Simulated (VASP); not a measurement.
Write the native input for VASP 6.6.1 that does the following.

```
Task                   : single point
Functional             : PBE
Potentials or basis    : VASP PAW PBE potentials, release 64 (I)
Cutoff                 : 520 eV
k mesh                 : 14 × 14 × 14
Occupations            : fermi-dirac, width 0.03 eV
Spin                   : no spin polarisation
Dipole correction      : no
Further INCAR settings : ALGO = Normal; EDIFF = 1e-06; NBANDS = 10
```

The structure of I lies in POSCAR:

```
I
1.0
   -2.0774101250      2.0774101250      2.0774101250
    2.0774101250     -2.0774101250      2.0774101250
    2.0774101250      2.0774101250     -2.0774101250
I
1
Direct
    0.0000000000      0.0000000000      0.0000000000
```

The input as run:

INCAR

```
PREC     = Accurate       # precision mode
ENCUT    = 520            # plane-wave cutoff, eV
EDIFF    = 1E-6           # SCF threshold, eV
ISMEAR   = -1             # smearing method
SIGMA    = 0.03           # smearing width, eV
LREAL    = F              # projectors in reciprocal space
LASPH    = T              # aspherical terms in the spheres
NELM     = 80             # most SCF steps
ALGO     = Normal         # electronic algorithm
ISIF     = 2              # what is computed and relaxed
LWAVE    = F              # write WAVECAR
LCHARG   = F              # write CHGCAR
GGA      = PE             # functional
NBANDS   = 10             # bands
```

KPOINTS

```
Automatic mesh
0
Gamma
  14 14 14
```

Potentials or basis: VASP PAW PBE potentials, release 64 (I).

Launch:

```console
$ cat potpaw_PBE.64/I/POTCAR > POTCAR
$ mpirun -np 1 vasp_std > vasp.out
```

Results of the run:

The pressure is 0.0 GPa and the band gap on the k mesh is zero (an odd number of electrons rules out a gap without spin polarisation).

Caveat: spin-orbit coupling is left out, which moves the levels of the heavy elements; an odd number of electrons without spin polarisation forces a metal; a magnetic or distorted state may lie lower.

It took 41 s on 1 thread of Intel Xeon 8259CL, on a shared host, peak memory 0.18 GiB.
